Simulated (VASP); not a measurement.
Input of a VASP 6.6.1 run:

INCAR

```
PREC = Accurate
ENCUT = 520
EDIFF = 1E-6
ISMEAR = -1
SIGMA = 0.02
LREAL = False
LASPH = True
NELM = 80
ALGO = Normal
ISIF = 2
LWAVE = False
LCHARG = True
GGA = PE
LELF = True
LVHAR = True
NBANDS = 16
```

Contents of KPOINTS:

```
Automatic mesh
0
Gamma
  10 10 10
```

POSCAR

```
GaN
1.0
    0.0000000000      2.2139409981      2.2139409981
    2.2139409981      0.0000000000      2.2139409981
    2.2139409981      2.2139409981      0.0000000000
Ga N
1 1
Direct
    0.0000000000      0.0000000000      0.0000000000
    0.5000000000      0.5000000000      0.5000000000
```

Potentials or basis: VASP PAW PBE potentials, release 64 (Ga_d, N).

Command:

```sh
$ cat potpaw_PBE.64/Ga_d/POTCAR potpaw_PBE.64/N/POTCAR > POTCAR
$ mpirun -np 1 vasp_std > vasp.out
```

(1) What does it give for the band gap on the k mesh?

(2) Estimate the pressure.

Results:

(1) zero (band 9 reaches 6.23 eV, above the bottom of band 10 at 6.03 eV).

(2) -17.0 GPa.

Caveat: the cell differs from its parent crystal (strain +5.0%).
